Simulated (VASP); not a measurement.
Input of a VASP 6.6.1 run:

File INCAR:

```
SYSTEM = C
PREC = Accurate
ENCUT = 520
EDIFF = 1E-6
ISMEAR = -1
SIGMA = 0.1
LREAL = .FALSE.
LASPH = .TRUE.
NELM = 80
ALGO = Normal
ISIF = 2
LWAVE = .FALSE.
LCHARG = .FALSE.
GGA = PS
NBANDS = 13
```

The input KPOINTS:

```
Automatic mesh
0
G
  7 7 27
  0 0 0
```

POSCAR

```
C
1.0
    5.6745619945      0.0000000000      0.0000000000
   -2.8372809973      4.9143148425      0.0000000000
    0.0000000000      0.0000000000      1.2292359195
C
3
Direct
    1.0000000000      0.0000000000      0.0000000000
    0.3333333333      0.6666666667      0.5000000000
    0.6666666667      0.3333333333      0.5000000000
```

Potentials or basis: VASP PAW PBE potentials, release 64 (C).

The run is started by

```console
$ cat potpaw_PBE.64/C/POTCAR > POTCAR
$ mpirun -np 1 vasp_std > vasp.out
```

(1) What does it give for the pressure?

(2) Predict the band gap on the k mesh.

Results:

(1) 27.9 GPa.

(2) zero (band 6 reaches 12.94 eV, above the bottom of band 7 at -4.69 eV).

Caveat: the PAW data sets were made with another functional, which shifts forces and pressure a little.
